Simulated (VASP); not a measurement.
Runs of VASP 6.6.1 on Ge. The structure is that of space group Fd-3m (No. 227), or close to it. The cells are those of the table. 

```csv
level,cell,gap on the mesh (eV),pressure (GPa)
r2SCAN,"a = 4.219 Å, angles 60.0°, 2 atoms",none,(a)
r2SCAN,"a = 3.953, b = 3.953, c = 4.012 Å, angles 59.5, 59.5, 61.0°, 2 atoms",(b),2.3
PBE,"a = 4.219 Å, angles 60.0°, 2 atoms",none,-4.8
PBE,"a = 3.953, b = 3.953, c = 4.012 Å, angles 59.5, 59.5, 61.0°, 2 atoms",0.07,5.2
```

Alike in all rows: task single point; potentials or basis VASP PAW PBE potentials, release 64 (Ge_d); no spin polarisation; k mesh 8 × 8 × 8; cutoff (eV) 520; smearing fermi-dirac 0.02 eV.

Question: Fill in the values left out.

Answer: (a) -7.4; (b) 0.34.

Caveats: the cell stands under tension (at least some runs); semilocal functionals underestimate gaps, so a narrow gap can read as zero (at least some runs); the PAW data sets were made with another functional, which shifts forces and pressure a little (at least some runs); the cell stands under pressure (at least some runs).

A k mesh can miss the band edges, and the runs leave out spin-orbit coupling on Ge.

A gap of «none» marks levels without a gap at the run's occupations.
